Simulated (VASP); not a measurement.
A run of VASP 6.6.1 is set up as follows.

INCAR

```
  ALGO = Normal
  EDIFF = 1E-7
  EDIFFG = -0.002
  ENCUT = 600
  GGA = CA
  IBRION = 2
  ISIF = 3
  ISMEAR = -1
  LASPH = T
  LCHARG = F
  LREAL = F
  LWAVE = F
  NELM = 80
  NSW = 100
  PREC = Accurate
  PSTRESS = 150.0
  SIGMA = 0.1
```

The input KPOINTS:

```
k-points
0
Gamma
  24 24 24
```

The input POSCAR:

```
Ir
1.0
    0.0000000000      1.9059006243      1.9059006243
    1.9059006243      0.0000000000      1.9059006243
    1.9059006243      1.9059006243      0.0000000000
Ir
1
Direct
    0.0000000000      0.0000000000      0.0000000000
```

Potentials or basis: VASP PAW LDA potentials, release 64 (Ir).

Command:

```bash
$ cat potpaw_LDA.64/Ir/POTCAR > POTCAR
$ mpirun -np 1 vasp_std > vasp.out
```

What does it give for the space group after relaxing (to 0.1 Å)?

Fm-3m (No. 225).

What does it give for the band gap on the k mesh?

Zero (an odd number of electrons rules out a gap without spin polarisation).

Predict the relaxed volume.

13.47 Å³/atom.

Final structure:
```cif
data_structure
_symmetry_space_group_name_H-M 'P 1'
_symmetry_Int_Tables_number 1
_cell_length_a 2.6707
_cell_length_b 2.6707
_cell_length_c 2.6707
_cell_angle_alpha 60.000
_cell_angle_beta 60.000
_cell_angle_gamma 60.000
_cell_volume 13.47
loop_
_atom_site_label
_atom_site_type_symbol
_atom_site_fract_x
_atom_site_fract_y
_atom_site_fract_z
_atom_site_occupancy
Ir1 Ir 0.00000 0.00000 0.00000 1
```

Caveat: the cell is relaxed towards a set pressure, so the run minimises the enthalpy, not the energy; spin-orbit coupling is left out, which moves the levels of the heavy elements. LDA usually gives volumes a few per cent too small.
